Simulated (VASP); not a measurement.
# ZnAu (Pm-3m) in VASP: further runs

ZnAu is run at these levels: LDA, RPBE, r2SCAN+D3(BJ); tasks: single point.

Everything below comes from runs of VASP 6.6.1. Logs are shortened: lines on timing, memory, paths and dates and some standing lists are left out, and cuts for length are marked.

### Step 1. The cell of the first run

It takes space group Pm-3m (No. 221, cubic). The conventional cell has a = 3.147 Å, b = 3.147 Å, c = 3.147 Å, α = 90.00°, β = 90.00°, γ = 90.00°. Au (site symmetry m-3m) has 8 Zn at 2.73 Å and 6 Au at 3.15 Å within 3.6 Å. Zn (site symmetry m-3m) has 8 Au at 2.73 Å and 6 Zn at 3.15 Å within 3.6 Å.

### Step 2. Single point, LDA

The input, INCAR:

```
  PREC = Accurate
  ENCUT = 520
  EDIFF = 1E-6
  ISMEAR = 0
  SIGMA = 0.05
  LREAL = F
  LASPH = T
  NELM = 60
  ALGO = Normal
  ISIF = 2
  LWAVE = F
  LCHARG = F
  GGA = CA
  NBANDS = 18
```

The input, KPOINTS:

```
regular mesh
0
Gamma
  8 8 8
```

The input, POSCAR:

```
ZnAu
1.0
    3.1470000000      0.0000000000      0.0000000000
    0.0000000000      3.1470000000      0.0000000000
    0.0000000000      0.0000000000      3.1470000000
Au Zn
1 1
Direct
    0.0000000000      0.0000000000      0.0000000000
    0.5000000000      0.5000000000      0.5000000000
```

Potentials or basis: VASP PAW LDA potentials, release 64 (Au, Zn).

Run with:

```sh
> cat potpaw_LDA.64/Au/POTCAR potpaw_LDA.64/Zn/POTCAR > POTCAR
> mpirun -np 1 vasp_std > vasp.out
```

OUTCAR:

```text
PREC = Accurate
   ENCUT = 520
   EDIFF = 1E-6
   ISMEAR = 0
   LREAL = F
   LASPH = T
   NELM = 60
   ISIF = 2
   GGA = CA

 ion  position               nearest neighbor table
   1  0.000  0.000  0.000-   2 2.73   2 2.73   2 2.73   2 2.73   2 2.73   2 2.73   2 2.73   2 2.73

   2  0.500  0.500  0.500-   1 2.73   1 2.73   1 2.73   1 2.73   1 2.73   1 2.73   1 2.73   1 2.73

  LATTYP: Found a simple cubic cell.
 ALAT       =     3.1470000000

  Lattice vectors:

 A1 = (   3.1470000000,   0.0000000000,   0.0000000000)
 A2 = (   0.0000000000,   3.1470000000,   0.0000000000)
 A3 = (   0.0000000000,   0.0000000000,   3.1470000000)

Analysis of symmetry for initial positions (statically):
=====================================================================
 Subroutine PRICEL returns:
 Original cell was already a primitive cell.

 Routine SETGRP: Setting up the symmetry group for a
 simple cubic supercell.

 Subroutine GETGRP returns: Found 48 space group operations
 (whereof 48 operations were pure point group operations)
 out of a pool of 48 trial point group operations.

The static configuration has the point symmetry O_h .

Analysis of symmetry for dynamics (positions and initial velocities):
=====================================================================
 Subroutine PRICEL returns:
 Original cell was already a primitive cell.

 Routine SETGRP: Setting up the symmetry group for a
 simple cubic supercell.

 Subroutine GETGRP returns: Found 48 space group operations
 (whereof 48 operations were pure point group operations)
 out of a pool of 48 trial point group operations.

The dynamic configuration has the point symmetry O_h .

 Subroutine INISYM returns: Found 48 space group operations
 (whereof 48 operations are pure point group operations),
 and found     1 'primitive' translations

----------------------------------------------------------------------------------------

                                     Primitive cell

  volume of cell :      31.1667

  direct lattice vectors                    reciprocal lattice vectors
     3.147000000  0.000000000  0.000000000     0.317762949  0.000000000  0.000000000
     0.000000000  3.147000000  0.000000000     0.000000000  0.317762949  0.000000000
     0.000000000  0.000000000  3.147000000     0.000000000  0.000000000  0.317762949

  length of vectors
[... 79 lines left out ...]
   LASPH  =      T    aspherical Exc in radial PAW
   ENCUT  =  520.0 eV  38.22 Ry    6.18 a.u.   5.85  5.85  5.85*2*pi/ulx,y,z
   NELM   =     60;   NELMIN=  2; NELMDL= -5     # of ELM steps
   EDIFF  = 0.1E-05   stopping-criterion for ELM
   LREAL  =      F    real-space projection
   EDIFFG = 0.1E-04   stopping-criterion for IOM
   NSW    =      0    number of steps for IOM
   IBRION =     -1    ionic relax: 0-MD 1-quasi-New 2-CG
   NFREE  =      0    steps in history (QN), initial steepest desc. (CG)
   ISIF   =      2    stress and relaxation
   ISYM   =      2    0-nonsym 1-usesym 2-fastsym
   POTIM  = 0.5000    time-step for ionic-motion
   TEBEG  =    0.0;   TEEND  =   0.0 temperature during run
   PSTRESS=    0.0 pullay stress
   NELECT =      23.0000    total number of electrons
   NUPDOWN=      -1.0000    fix difference up-down
   EMIN   =  10.00;   EMAX   =-10.00  energy-range for DOS
   EFERMI =   0.00;   METHOD = LEGACY
   ISMEAR =     0;   SIGMA  =   0.05  broadening in eV -4-tet -1-fermi 0-gaus
   EFERMI_NEDOS =   21; number of points for ismear=-14 and -15
   IALGO  =     38    algorithm
   IMIX   =      4    mixing-type and parameters
     AMIX     =   0.40;   BMIX     =  1.00
     AMIX_MAG =   1.60;   BMIX_MAG =  1.00
  volume/ion in A,a.u.               =      15.58       105.16
  Fermi-wavevector in a.u.,A,eV,Ry     =   1.479406  2.795672 29.778283  2.188642
  Thomas-Fermi vector in A             =   2.593568
   LORBIT       =      0    0 simple, 1 ext, 2 COOP (PROOUT), +10 PAW based schemes
   GGA     = CA    functional components
   LHFCALC =     F    Hartree Fock is set to
   AEXX    =    0.0000 exact exchange contribution
   IVDW    =     0    specifies the selected vdW correction
   LEPSILON=     F    determine dielectric tensor
   LRPA    =     F    only Hartree local field effects (RPA)
 non-spin polarized calculation
 Gauss-broadening in eV      SIGMA  =   0.05
  energy-cutoff  :      520.00
  volume of cell :       31.17
 maximum number of plane-waves:       860
 NGX is ok and might be reduce to    24
   NGX = 11   NGY = 11   NGZ = 11

 number of electron      23.0000000 magnetization

 Free energy of the ion-electron system (eV)
  ---------------------------------------------------
  ext. energy  EPLUGINS =         0.00000000
  ---------------------------------------------------
  free energy    TOTEN  =        -6.73858643 eV

  energy without entropy =       -6.73824173  energy(sigma->0) =       -6.73841408

 E-fermi :   6.6506     XC(G=0): -12.6764

 val. band max:        6.5811662854   @ k =   0.5000   0.3750   0.2500
 cond. band min:       6.9522970037   @ k =   0.3750   0.3750   0.1250
 fundamental gap:      0.3711307182
 Fermi energy:         6.6506165291

 k-point     1 :       0.0000    0.0000    0.0000
  band No.  band energies     occupation
      1      -3.7626      2.00000
      2      -1.3010      2.00000
      3      -1.3010      2.00000
      4      -0.6298      2.00000
      5      -0.6298      2.00000
      6      -0.6298      2.00000
[... 481 lines left out ...]
      5      -0.3722      2.00000
      6       0.4573      2.00000
[... 10 lines left out ...]
     17      19.0671      0.00000
     18      21.2862      0.00000

 [... further k-points ...]

------------------------ aborting loop because EDIFF is reached ----------------------------------------

  FORCE on cell =-STRESS in cart. coord.  units (eV):
  Direction    XX          YY          ZZ          XY          YZ          ZX
  --------------------------------------------------------------------------------------
  -------------------------------------------------------------------------------------
  Total       -1.1736701     -1.1736701     -1.1736701      0.0000000     -0.0000000      0.0000000
  in kB      -60.3345927    -60.3345927    -60.3345927      0.0000000     -0.0000000      0.0000000
  external PRESSURE =     -60.3345927 kB  Pullay stress =       0.0000000 kB

 VOLUME and BASIS-vectors are now :
 -----------------------------------------------------------------------------
  energy-cutoff  :      520.00
  volume of cell :       31.17
      direct lattice vectors                 reciprocal lattice vectors
     3.147000000  0.000000000  0.000000000     0.317762949  0.000000000  0.000000000
     0.000000000  3.147000000  0.000000000     0.000000000  0.317762949  0.000000000
     0.000000000  0.000000000  3.147000000     0.000000000  0.000000000  0.317762949

 POSITION                                       TOTAL-FORCE (eV/Angst)
 -----------------------------------------------------------------------------------
      0.00000      0.00000      0.00000         0.000000      0.000000      0.000000
      1.57350      1.57350      1.57350         0.000000      0.000000      0.000000
 -----------------------------------------------------------------------------------
    total drift:                                0.000000      0.000000     -0.000000

  FREE ENERGIE OF THE ION-ELECTRON SYSTEM (eV)
  ---------------------------------------------------
  free  energy   TOTEN  =        -6.7385864290 eV

  energy  without entropy=       -6.7382417322  energy(sigma->0) =       -6.73841408
```

Run time: 5.3 s. Hardware: 1 thread of AMD EPYC 9R45 (Zen 5), shared host; peak memory 0.11 GiB.

Results:

```yaml
Free_energy: -6.7386 eV
Pressure: -6.0 GPa
```

Caveat: spin-orbit coupling is left out, which moves the levels of the heavy elements.

### Step 3. Single point, RPBE

The input, INCAR:

```
SYSTEM = ZnAu
ALGO = Normal
EDIFF = 1E-6
ENCUT = 520
GGA = RP
ISIF = 2
ISMEAR = 0
LASPH = .TRUE.
LCHARG = .FALSE.
LREAL = .FALSE.
LWAVE = .FALSE.
NBANDS = 18
NELM = 80
PREC = Accurate
SIGMA = 0.1
```

The input, KPOINTS:

```
k-points
0
G
  8 8 8
  0 0 0
```

POSCAR is that of step 2.

Potentials or basis: VASP PAW PBE potentials, release 64 (Au, Zn).

Run with:

```sh
> cat potpaw_PBE.64/Au/POTCAR potpaw_PBE.64/Zn/POTCAR > POTCAR
> mpirun -np 1 vasp_std > vasp.out
```

OUTCAR:

```text
SYSTEM = ZnAu
   EDIFF = 1E-6
   ENCUT = 520
   GGA = RP
   ISIF = 2
   ISMEAR = 0
   LASPH = .TRUE.
   LREAL = .FALSE.
   NELM = 80
   PREC = Accurate

 ion  position               nearest neighbor table
   1  0.000  0.000  0.000-   2 2.73   2 2.73   2 2.73   2 2.73   2 2.73   2 2.73   2 2.73   2 2.73

   2  0.500  0.500  0.500-   1 2.73   1 2.73   1 2.73   1 2.73   1 2.73   1 2.73   1 2.73   1 2.73

  LATTYP: Found a simple cubic cell.
 ALAT       =     3.1470000000

  Lattice vectors:

[... 692 lines left out ...]
------------------------ aborting loop because EDIFF is reached ----------------------------------------

  FORCE on cell =-STRESS in cart. coord.  units (eV):
  Direction    XX          YY          ZZ          XY          YZ          ZX
  --------------------------------------------------------------------------------------
  -------------------------------------------------------------------------------------
  Total        1.7726375      1.7726375      1.7726375      0.0000000      0.0000000     -0.0000000
  in kB       91.1255738     91.1255738     91.1255738      0.0000000      0.0000000     -0.0000000
  external PRESSURE =      91.1255738 kB  Pullay stress =       0.0000000 kB

 VOLUME and BASIS-vectors are now :
 -----------------------------------------------------------------------------
  energy-cutoff  :      520.00
  volume of cell :       31.17
      direct lattice vectors                 reciprocal lattice vectors
     3.147000000  0.000000000  0.000000000     0.317762949  0.000000000  0.000000000
     0.000000000  3.147000000  0.000000000     0.000000000  0.317762949  0.000000000
     0.000000000  0.000000000  3.147000000     0.000000000  0.000000000  0.317762949

 POSITION                                       TOTAL-FORCE (eV/Angst)
 -----------------------------------------------------------------------------------
      0.00000      0.00000      0.00000         0.000000      0.000000      0.000000
      1.57350      1.57350      1.57350         0.000000      0.000000      0.000000
 -----------------------------------------------------------------------------------
    total drift:                                0.000000      0.000000     -0.000000

  FREE ENERGIE OF THE ION-ELECTRON SYSTEM (eV)
  ---------------------------------------------------
  free  energy   TOTEN  =        -3.7431482714 eV

  energy  without entropy=       -3.7423891317  energy(sigma->0) =       -3.74276870
```

OSZICAR:

```text
N       E                     dE             d eps       ncg     rms          rms(c)
DAV:   1     0.135674155661E+03    0.13567E+03   -0.11176E+04  1300   0.166E+03
DAV:   2     0.136987921745E+01   -0.13430E+03   -0.12786E+03  1284   0.321E+02
DAV:   3    -0.406213875718E+01   -0.54320E+01   -0.53992E+01  1382   0.695E+01
DAV:   4    -0.411017135084E+01   -0.48033E-01   -0.48014E-01  1344   0.584E+00
DAV:   5    -0.411071001227E+01   -0.53866E-03   -0.53865E-03  1348   0.661E-01    0.849E+00
DAV:   6    -0.377009916822E+01    0.34061E+00   -0.95014E-01  1350   0.106E+01    0.549E+00
DAV:   7    -0.374886686725E+01    0.21232E-01   -0.30769E-02  1556   0.356E+00    0.283E+00
DAV:   8    -0.374311774611E+01    0.57491E-02   -0.89604E-03  1312   0.979E-01    0.147E-01
DAV:   9    -0.374312515442E+01   -0.74083E-05   -0.21779E-04  1504   0.282E-01    0.716E-02
DAV:  10    -0.374314706271E+01   -0.21908E-04   -0.38367E-05  1320   0.619E-02    0.181E-02
DAV:  11    -0.374314853800E+01   -0.14753E-05   -0.15442E-06  1182   0.126E-02    0.443E-03
DAV:  12    -0.374314827145E+01    0.26655E-06   -0.12044E-07   678   0.675E-03
   1 F= -.37431483E+01 E0= -.37427687E+01  d E =-.759140E-03
```

stdout:

```text
POSCAR found type information on POSCAR AuZn
 POSCAR found :  2 types and       2 ions
 scaLAPACK will be used
 -----------------------------------------------------------------------------
|                                                                             |
|                                                                             |
|     You enforced a specific xc type in the INCAR file but a different       |
|     I HOPE YOU KNOW WHAT YOU ARE DOING!                                     |
|                                                                             |
 -----------------------------------------------------------------------------

 LDA part: xc-table for (Slater+PW92), standard interpolation
 POSCAR, INCAR and KPOINTS ok, starting setup
 FFT: planning ... GRIDC
 FFT: planning ... GRID_SOFT
 FFT: planning ... GRID
 WAVECAR not read
 entering main loop
```

Wall time 6.2 s (1 thread of AMD EPYC 9R45 (Zen 5), shared host); peak memory 0.12 GiB.

What came out:

| Item | Value |
| --- | --- |
| Free energy | -3.7431 eV |
| Pressure | 9.1 GPa |

Levels at points of the mesh, in eV from the Fermi level:
```tsv
k point	band 8	band 9	band 10	band 11	band 12	band 13	band 14	band 15
(0.00, 0.00, 0.00)	-5.31	-3.63	-3.63	-3.63	5.17	5.17	5.17	9.08
(0.50, 0.00, 0.00)	-5.28	-4.80	-4.80	-3.78	-2.26	10.51	11.28	11.28
(0.50, 0.50, 0.00)	-3.97	-3.97	-3.05	-1.84	-1.84	0.99	2.68	10.61
(0.50, 0.50, 0.50)	-6.31	-3.00	-3.00	1.64	3.76	3.89	3.89	3.89
```

Caveat: the PAW data sets were made with another functional, which shifts forces and pressure a little; spin-orbit coupling is left out, which moves the levels of the heavy elements.

### Step 4. Single point, r2SCAN+D3(BJ), non-collinear spin, zero start, spin-orbit coupling

POSCAR is that of step 3.

The input, INCAR.step1:

```
PREC = Accurate
ENCUT = 520
ISMEAR = 1
SIGMA = 0.1
LREAL = F
LASPH = T
NELM = 150
LNONCOLLINEAR = T
MAGMOM = 0 0 0 0 0 0
LSORBIT = T
GGA_COMPAT = F
LMAXMIX = 4
NBANDS = 35
GGA = PE
ALGO = Normal
EDIFF = 1E-4
LWAVE = T
LCHARG = F
```

The input, INCAR.step2:

```
PREC = Accurate
ENCUT = 520
EDIFF = 1E-7
ISMEAR = 1
SIGMA = 0.1
LREAL = F
LASPH = T
NELM = 150
ALGO = Normal
ISIF = 2
LWAVE = F
LCHARG = F
LNONCOLLINEAR = T
MAGMOM = 0 0 0 0 0 0
LORBIT = 11
LSORBIT = T
GGA_COMPAT = F
LORBMOM = T
LMAXMIX = 4
METAGGA = R2SCAN
LMIXTAU = T
IVDW = 12
VDW_S6 = 1.0
VDW_S8 = 0.78981345
VDW_A1 = 0.49484001
VDW_A2 = 5.73083694
NBANDS = 35
ISTART = 1
```

The input, KPOINTS:

```
regular mesh
0
Gamma
  6 6 6
```

Run with:

```sh
> cat potpaw_PBE.64/Au/POTCAR potpaw_PBE.64/Zn/POTCAR > POTCAR
> cp INCAR.step1 INCAR
> mpirun -np 1 vasp_ncl > vasp.out
> cp INCAR.step2 INCAR
> mpirun -np 1 vasp_ncl > vasp.out
```

Wall time 1.7 min (1 thread of AMD EPYC 9R45 (Zen 5), shared host); peak memory 0.21 GiB.

It converged, with:

```yaml
Free_energy: -60.6796 eV
Pressure: -2.9 GPa
Net_moment: 0.00 μB per cell
Valence_electrons_inside_the_program's_atomic_spheres: Au 9.75; Zn 10.74
Dispersion_energy_per_atom: -0.259 eV
```

Moments on the atoms (μB; x, y, z):
```
Au  0.00 0.00 0.00
Zn  0.00 0.00 0.00
```

Caveat: the PAW data sets were made with another functional, which shifts forces and pressure a little.

### Step 5. The runs side by side

```csv
level,potentials or basis,spin,k mesh,smearing,gap on the mesh (eV),pressure (GPa)
LDA,"VASP PAW LDA potentials, release 64 (Au, Zn)",off,8 × 8 × 8,gaussian 0.05 eV,none,-6.0
RPBE,"VASP PAW PBE potentials, release 64 (Au, Zn)",off,8 × 8 × 8,gaussian 0.1 eV,none,9.1
r2SCAN+D3(BJ),"VASP PAW PBE potentials, release 64 (Au, Zn)","non-collinear, zero start, SOC",6 × 6 × 6,methfessel-paxton 0.1 eV,-,-2.9
```

Alike in all rows: task single point; cell as given; cutoff (eV) 520.

Caveats: spin-orbit coupling is left out, which moves the levels of the heavy elements (some runs); the PAW data sets were made with another functional, which shifts forces and pressure a little (some runs).

Absolute energies hang on the potentials; compare differences alone.
